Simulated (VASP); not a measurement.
Input of a VASP 6.6.1 run:

Contents of INCAR:

```
PREC = Accurate ; ENCUT = 520
EDIFF = 1E-6 ; ISMEAR = 0
SIGMA = 0.1 ; LREAL = False
LASPH = True ; NELM = 100
ALGO = Normal ; ISIF = 2
LWAVE = False ; LCHARG = False
GGA = PE ; NBANDS = 16
```

The input KPOINTS:

```
regular mesh
0
Gamma
  18 18 16
```

The input POSCAR:

```
BiC
1.0
    3.5366346276      0.0000000000      0.0000000000
   -1.7683173138      3.0628154314      0.0000000000
    0.0000000000      0.0000000000      3.2761710822
Bi C
1 1
Direct
    0.0000000000      0.0000000000      0.0000000000
    0.6666666667      0.3333333333      0.5000000000
```

Potentials or basis: VASP PAW PBE potentials, release 64 (Bi_d, C).

Command:

```console
$ cat potpaw_PBE.64/Bi_d/POTCAR potpaw_PBE.64/C/POTCAR > POTCAR
$ mpirun -np 1 vasp_std > vasp.out
```

Problem. What does it give for the pressure?

Solution. 0.1 GPa.
